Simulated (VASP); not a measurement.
# Mg (Im-3m) in VASP: further runs

The runs below take Mg through single point, relaxation of cell and atoms, with PBEsol.

All numbers are computed with VASP 6.6.1; they aren't measurements. Logs are shortened: lines on timing, memory, paths and dates and some standing lists are left out, and cuts for length are marked.

### Step 1. The cell of the first run

The structure is cubic, space group Im-3m (No. 229). Conventional cell: a = 3.556 Å, b = 3.556 Å, c = 3.556 Å, α = 90.00°, β = 90.00°, γ = 90.00°. Mg (site symmetry m-3m) has 14 Mg at 3.08 to 3.56 Å within 4.1 Å.

This isn't the form of Mg at room conditions, which is hcp.

### Step 2. Single point, PBEsol

The input, INCAR:

```
SYSTEM = Mg
ALGO = Fast
EDIFF = 1E-7
ENCUT = 520
GGA = PS
ISIF = 2
ISMEAR = 0
LASPH = .True.
LCHARG = .False.
LREAL = .False.
LWAVE = .False.
NBANDS = 7
NELM = 80
PREC = Accurate
SIGMA = 0.1
```

The input, KPOINTS:

```
k-points
0
Gamma
  28 28 28
  0 0 0
```

The input, POSCAR:

```
Mg
1.0
   -1.7778911114      1.7778911114      1.7778911114
    1.7778911114     -1.7778911114      1.7778911114
    1.7778911114      1.7778911114     -1.7778911114
Mg
1
Direct
    0.0000000000      0.0000000000      0.0000000000
```

Potentials or basis: VASP PAW PBE potentials, release 64 (Mg).

The run is started by

```bash
$ cat potpaw_PBE.64/Mg/POTCAR > POTCAR
$ mpirun -np 1 vasp_std > vasp.out
```

OUTCAR:

```text
SYSTEM = Mg
   EDIFF = 1E-7
   ENCUT = 520
   GGA = PS
   ISIF = 2
   ISMEAR = 0
   LASPH = .True.
   LREAL = .False.
   NELM = 80
   PREC = Accurate

 ion  position               nearest neighbor table
   1  0.000  0.000  0.000-

  LATTYP: Found a body centered cubic cell.
 ALAT       =     3.5557822228

  Lattice vectors:

 A1 = (  -1.7778911114,   1.7778911114,   1.7778911114)
 A2 = (   1.7778911114,  -1.7778911114,   1.7778911114)
 A3 = (   1.7778911114,   1.7778911114,  -1.7778911114)

Analysis of symmetry for initial positions (statically):
=====================================================================
 Subroutine PRICEL returns:
 Original cell was already a primitive cell.

 Routine SETGRP: Setting up the symmetry group for a
 body centered cubic supercell.

 Subroutine GETGRP returns: Found 48 space group operations
 (whereof 48 operations were pure point group operations)
 out of a pool of 48 trial point group operations.

The static configuration has the point symmetry O_h .

Analysis of symmetry for dynamics (positions and initial velocities):
=====================================================================
 Subroutine PRICEL returns:
 Original cell was already a primitive cell.

 Routine SETGRP: Setting up the symmetry group for a
 body centered cubic supercell.

 Subroutine GETGRP returns: Found 48 space group operations
 (whereof 48 operations were pure point group operations)
 out of a pool of 48 trial point group operations.

The dynamic configuration has the point symmetry O_h .

 Subroutine INISYM returns: Found 48 space group operations
 (whereof 48 operations are pure point group operations),
 and found     1 'primitive' translations

----------------------------------------------------------------------------------------

                                     Primitive cell

  volume of cell :      22.4789

  direct lattice vectors                    reciprocal lattice vectors
    -1.777891111  1.777891111  1.777891111     0.000000000  0.281232071  0.281232071
     1.777891111 -1.777891111  1.777891111     0.281232071  0.000000000  0.281232071
     1.777891111  1.777891111 -1.777891111     0.281232071  0.281232071  0.000000000

  length of vectors
     3.079397735  3.079397735  3.079397735     0.397722210  0.397722210  0.397722210

  position of ions in fractional coordinates (direct lattice)
     0.000000000  0.000000000  0.000000000

  ion indices of the primitive-cell ions
   primitive index   ion index
                 1           1

----------------------------------------------------------------------------------------

 KPOINTS: k-points

Automatic generation of k-mesh.
 Grid dimensions read from file:
 generate k-points for:   28   28   28

 Generating k-lattice:

  Cartesian coordinates                     Fractional coordinates (reciprocal lattice)
     0.000000000  0.010044003  0.010044003     0.035714286  0.000000000  0.000000000
     0.010044003  0.000000000  0.010044003     0.000000000  0.035714286  0.000000000
     0.010044003  0.010044003  0.000000000     0.000000000  0.000000000  0.035714286

  Length of vectors
     0.014204365  0.014204365  0.014204365

  Shift w.r.t. Gamma in fractional coordinates (k-lattice)
     0.000000000  0.000000000  0.000000000

 Subroutine IBZKPT returns following result:
 ===========================================

 Found    624 irreducible k-points:

 Following reciprocal coordinates:
            Coordinates               Weight
  0.000000  0.000000  0.000000      1.000000
  0.035714  0.000000  0.000000     12.000000
  0.071429  0.000000  0.000000     12.000000
  0.107143  0.000000  0.000000     12.000000
  0.142857  0.000000  0.000000     12.000000
  0.178571  0.000000  0.000000     12.000000
[... 16 lines left out ...]
  0.285714  0.035714  0.000000     48.000000
  0.321429  0.035714  0.000000     48.000000
 [... further k-points ...]
   k-points           NKPTS =    624   k-points in BZ     NKDIM =    624   number of bands    NBANDS=      7
   number of dos      NEDOS =    301   number of ions     NIONS =      1
   total plane-waves  NPLWV =  13824
   dimension x,y,z NGX =    24 NGY =   24 NGZ =   24
   dimension x,y,z NGXF=    48 NGYF=   48 NGZF=   48
   ions per type =               1
   NGX,Y,Z   is equivalent  to a cutoff of  12.96, 12.96, 12.96 a.u.
   NGXF,Y,Z  is equivalent  to a cutoff of  25.91, 25.91, 25.91 a.u.
 SYSTEM =  Mg
   PREC   = accura    normal or accurate (medium, high low for compatibility)
   ISTART =      0    job   : 0-new  1-cont  2-samecut
   ICHARG =      2    charge: 1-file 2-atom 10-const
   ISPIN  =      1    spin polarized calculation?
   LNONCOLLINEAR =      F non collinear calculations
   LSORBIT =      F    spin-orbit coupling
   LASPH  =      T    aspherical Exc in radial PAW
   ENCUT  =  520.0 eV  38.22 Ry    6.18 a.u.   5.73  5.73  5.73*2*pi/ulx,y,z
   NELM   =     80;   NELMIN=  2; NELMDL= -5     # of ELM steps
   EDIFF  = 0.1E-06   stopping-criterion for ELM
   LREAL  =      F    real-space projection
   EDIFFG = 0.1E-05   stopping-criterion for IOM
   NSW    =      0    number of steps for IOM
   IBRION =     -1    ionic relax: 0-MD 1-quasi-New 2-CG
   NFREE  =      0    steps in history (QN), initial steepest desc. (CG)
   ISIF   =      2    stress and relaxation
   ISYM   =      2    0-nonsym 1-usesym 2-fastsym
   POTIM  = 0.5000    time-step for ionic-motion
   TEBEG  =    0.0;   TEEND  =   0.0 temperature during run
   PSTRESS=    0.0 pullay stress
   NELECT =       2.0000    total number of electrons
   NUPDOWN=      -1.0000    fix difference up-down
   EMIN   =  10.00;   EMAX   =-10.00  energy-range for DOS
   EFERMI =   0.00;   METHOD = LEGACY
   ISMEAR =     0;   SIGMA  =   0.10  broadening in eV -4-tet -1-fermi 0-gaus
   EFERMI_NEDOS =   21; number of points for ismear=-14 and -15
   IALGO  =     68    algorithm
   IMIX   =      4    mixing-type and parameters
     AMIX     =   0.40;   BMIX     =  1.00
     AMIX_MAG =   1.60;   BMIX_MAG =  1.00
  volume/ion in A,a.u.               =      22.48       151.70
  Fermi-wavevector in a.u.,A,eV,Ry     =   0.730847  1.381100  7.267375  0.534137
  Thomas-Fermi vector in A             =   1.822918
   LORBIT       =      0    0 simple, 1 ext, 2 COOP (PROOUT), +10 PAW based schemes
   GGA     = PS    functional components
   LHFCALC =     F    Hartree Fock is set to
   AEXX    =    0.0000 exact exchange contribution
   IVDW    =     0    specifies the selected vdW correction
   LEPSILON=     F    determine dielectric tensor
   LRPA    =     F    only Hartree local field effects (RPA)
 non-spin polarized calculation
 RMM-DIIS sequential band-by-band and
 Gauss-broadening in eV      SIGMA  =   0.10
  energy-cutoff  :      520.00
  volume of cell :       22.48
 maximum number of plane-waves:       622
   NGX = 11   NGY = 11   NGZ = 11

 number of electron       2.0000000 magnetization

 Free energy of the ion-electron system (eV)
  ---------------------------------------------------
  ext. energy  EPLUGINS =         0.00000000
  ---------------------------------------------------
  free energy    TOTEN  =        -1.69620666 eV

  energy without entropy =       -1.69392809  energy(sigma->0) =       -1.69506737

 E-fermi :   2.7415     XC(G=0):  -8.6029

 val. band max:        2.7370917931   @ k =   0.3929   0.1429  -0.0000
 cond. band min:       2.7443770669   @ k =   0.2857   0.2500   0.1429
 fundamental gap:      0.0072852738
 Fermi energy:         2.7415409478

 k-point     1 :       0.0000    0.0000    0.0000
  band No.  band energies     occupation
      1      -4.3145      2.00000
      2      15.8571      0.00000
      3      15.8571      0.00000
      4      15.8571      0.00000
      5      17.9038      0.00000
      6      17.9038      0.00000
      7      18.1023      0.00000

 k-point     2 :       0.0357    0.0000    0.0000
  band No.  band energies     occupation
      1      -4.2841      2.00000
      2      15.4672      0.00000
      3      15.6825      0.00000
      4      15.6911      0.00000
      5      17.4252      0.00000
      6      17.4463      0.00000
      7      18.1998      0.00000

 k-point     3 :       0.0714    0.0000    0.0000
  band No.  band energies     occupation
      1      -4.1927      2.00000
      2      14.4835      0.00000
      3      15.2624      0.00000
      4      15.3134      0.00000
      5      16.8171      0.00000
      6      17.0646      0.00000
      7      18.2868      0.00000

 k-point     4 :       0.1071    0.0000    0.0000
  band No.  band energies     occupation
      1      -4.0407      2.00000
      2      13.2780      0.00000
      3      14.7472      0.00000
      4      14.8724      0.00000
      5      16.2291      0.00000
      6      16.7790      0.00000
      7      18.4246      0.00000

 k-point     5 :       0.1429    0.0000    0.0000
  band No.  band energies     occupation
      1      -3.8283      2.00000
      2      12.0279      0.00000
      3      14.2180      0.00000
      4      14.4328      0.00000
      5      15.6825      0.00000
      6      16.4908      0.00000
      7      18.6350      0.00000
[... 161 lines left out ...]
 k-point    22 :       0.2500    0.0357    0.0000
  band No.  band energies     occupation
      1      -2.5939      2.00000
      2       7.8581      0.00000
      3      12.1513      0.00000
      4      13.1330      0.00000
      5      14.4039      0.00000
      6      15.7261      0.00000
      7      19.1903      0.00000

 k-point    23 :       0.2857    0.0357    0.0000
  band No.  band energies     occupation
      1      -2.1167      2.00000
      2       6.7550      0.00000
      3      11.8200      0.00000
      4      12.8489      0.00000
      5      14.0870      0.00000
      6      15.4649      0.00000
      7      19.5851      0.00000

 k-point    24 :       0.3214    0.0357    0.0000
  band No.  band energies     occupation
      1      -1.5829      2.00000
      2       5.6986      0.00000
      3      11.5420      0.00000
      4      12.6115      0.00000
      5      13.8216      0.00000
      6      15.2346      0.00000
      7      20.0254      0.00000

 [... further k-points ...]

------------------------ aborting loop because EDIFF is reached ----------------------------------------

  FORCE on cell =-STRESS in cart. coord.  units (eV):
  Direction    XX          YY          ZZ          XY          YZ          ZX
  --------------------------------------------------------------------------------------
  -------------------------------------------------------------------------------------
  Total       -0.0069881     -0.0069881     -0.0069881      0.0000000      0.0000000     -0.0000000
  in kB       -0.4980772     -0.4980772     -0.4980772      0.0000000      0.0000000     -0.0000000
  external PRESSURE =      -0.4980772 kB  Pullay stress =       0.0000000 kB

 VOLUME and BASIS-vectors are now :
 -----------------------------------------------------------------------------
  energy-cutoff  :      520.00
  volume of cell :       22.48
      direct lattice vectors                 reciprocal lattice vectors
    -1.777891111  1.777891111  1.777891111     0.000000000  0.281232071  0.281232071
     1.777891111 -1.777891111  1.777891111     0.281232071  0.000000000  0.281232071
     1.777891111  1.777891111 -1.777891111     0.281232071  0.281232071  0.000000000

 POSITION                                       TOTAL-FORCE (eV/Angst)
 -----------------------------------------------------------------------------------
      0.00000      0.00000      0.00000        -0.000000      0.000000      0.000000
 -----------------------------------------------------------------------------------
    total drift:                                0.000000     -0.000000     -0.000000

  FREE ENERGIE OF THE ION-ELECTRON SYSTEM (eV)
  ---------------------------------------------------
  free  energy   TOTEN  =        -1.6962066570 eV

  energy  without entropy=       -1.6939280858  energy(sigma->0) =       -1.69506737
```

Run time: 71 s. Hardware: 1 thread of Intel Xeon 8259CL, shared host; peak memory 0.23 GiB.

What came out:

| Item | Value |
| --- | --- |
| Free energy | -1.6962 eV |
| Pressure | 0.0 GPa |
| Band gap on the k mesh | zero (bands 1 and 2 overlap by 4.82 eV) |

Caveat: the PAW data sets were made with another functional, which shifts forces and pressure a little.

### Step 3. Relaxation of cell and atoms, PBEsol, target pressure 100 GPa, at which the enthalpy is minimised

This run uses another cell than the first one, of 11.13 Å³/atom.

The input, INCAR:

```
PREC = Accurate
ENCUT = 600
EDIFF = 1E-6
ISMEAR = 0
SIGMA = 0.1
LREAL = False
LASPH = True
NELM = 60
ALGO = Normal
ISIF = 3
LWAVE = False
LCHARG = False
GGA = PS
IBRION = 2
NSW = 70
EDIFFG = -0.004
PSTRESS = 1000.0
```

The input, KPOINTS:

```
Automatic mesh
0
Gamma
  28 28 28
```

The input, POSCAR:

```
Mg
1.0
   -1.4067215514      1.4067215514      1.4067215514
    1.4067215514     -1.4067215514      1.4067215514
    1.4067215514      1.4067215514     -1.4067215514
Mg
1
Direct
    0.0000000000      0.0000000000      0.0000000000
```

Potentials or basis: VASP PAW PBE potentials, release 64 (Mg).

The run is started by

```bash
$ cat potpaw_PBE.64/Mg/POTCAR > POTCAR
$ mpirun -np 1 vasp_std > vasp.out
```

Wall time 76 s (1 thread of Intel Xeon 8259CL, shared host); peak memory 0.18 GiB.

Results (log left out):

- Free energy: 0.2787 eV
- Relaxed volume: 11.22 Å³/atom
- Relaxed cell: a = 2.443 Å, b = 2.443 Å, c = 2.443 Å, α = 109.47°, β = 109.47°, γ = 109.47°
- Space group after relaxing (to 0.1 Å): Im-3m (No. 229)
- Energy change on relaxing (the run minimises the enthalpy): -56.0 meV/atom
- Ionic steps: 3
- Pressure after relaxing: 100.0 GPa
- Band gap on the k mesh: zero (bands 1 and 2 overlap by 4.73 eV)

The path:
| step | energy change (eV) | largest force (eV/Å) | pressure (GPa) | volume (Å³) |
| --- | --- | --- | --- | --- |
| 1 | 0.0000 | 0.0000 | 102.70 | 11.13 |
| 2 | -0.1868 | 0.0000 | 93.70 | 11.44 |
| 3 | -0.0560 | 0.0000 | 99.99 | 11.22 |

Final structure:
```
Mg
1.0
    -1.41044    1.41044    1.41044
     1.41044   -1.41044    1.41044
     1.41044    1.41044   -1.41044
Mg
1
Direct
  0.00000 0.00000 0.00000
```

Levels at points of the mesh, in eV from the Fermi level:
| k point | band 1 | band 2 | band 3 | band 4 | band 5 |
| --- | --- | --- | --- | --- | --- |
| (0.00, 0.00, 0.00) | -10.61 | 18.62 | 18.62 | 18.62 | 21.61 |
| (0.50, 0.00, 0.00) | -2.48 | -0.97 | 11.39 | 15.90 | 16.91 |
| (0.50, 0.50, 0.50) | 3.76 | 3.76 | 6.95 | 6.95 | 6.95 |

Caveat: the cell is relaxed towards a set pressure, so the run minimises the enthalpy, not the energy; the PAW data sets were made with another functional, which shifts forces and pressure a little.

(Continued in part 2 of 3.)

The gap in the log of VASP goes by the Fermi energy; the results here count the filled bands.